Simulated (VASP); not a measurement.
Here is a VASP 6.6.1 calculation.

INCAR

```
SYSTEM = Ni2N
  ALGO = Normal
  EDIFF = 1E-6
  ENCUT = 520
  GGA = PE
  ISIF = 2
  ISMEAR = 0
  LASPH = .True.
  LCHARG = .True.
  LELF = .True.
  LREAL = .False.
  LVHAR = .True.
  LWAVE = .False.
  NBANDS = 20
  NELM = 100
  PREC = Accurate
  SIGMA = 0.1
```

Contents of KPOINTS:

```
k-points
0
Gamma
  6 6 6
  0 0 0
```

POSCAR

```
Ni2N
1.0
    3.5796223286      0.0000000000      0.0000000000
    0.0000000000      3.5796223286      0.0000000000
    0.0000000000      0.0000000000      2.7492573581
Ni N
2 1
Direct
    0.5000000000      0.0000000000      0.0000000000
    0.0000000000      0.5000000000      0.0000000000
    0.5000000000      0.5000000000      0.0000000000
```

Potentials or basis: VASP PAW PBE potentials, release 64 (Ni, N).

Command:

```bash
$ cat potpaw_PBE.64/Ni/POTCAR potpaw_PBE.64/N/POTCAR > POTCAR
$ mpirun -np 1 vasp_std > vasp.out
```

Q: Estimate the band gap on the k mesh.

A: Zero (an odd number of electrons rules out a gap without spin polarisation).

Q: What does it give for the pressure?

A: 0.2 GPa.

Stress tensor (GPa, compression positive):
```
0.34 0.00 0.00
0.00 0.34 0.00
0.00 0.00 0.04
```

Caveat: the k points lie up to 0.38 Å⁻¹ apart, too coarse for converged energies and pressures of a metal; the run has no spin polarisation, though such a crystal can be magnetic. Spin polarisation is off, so any magnetic state and its effect on volume and gap are missing.
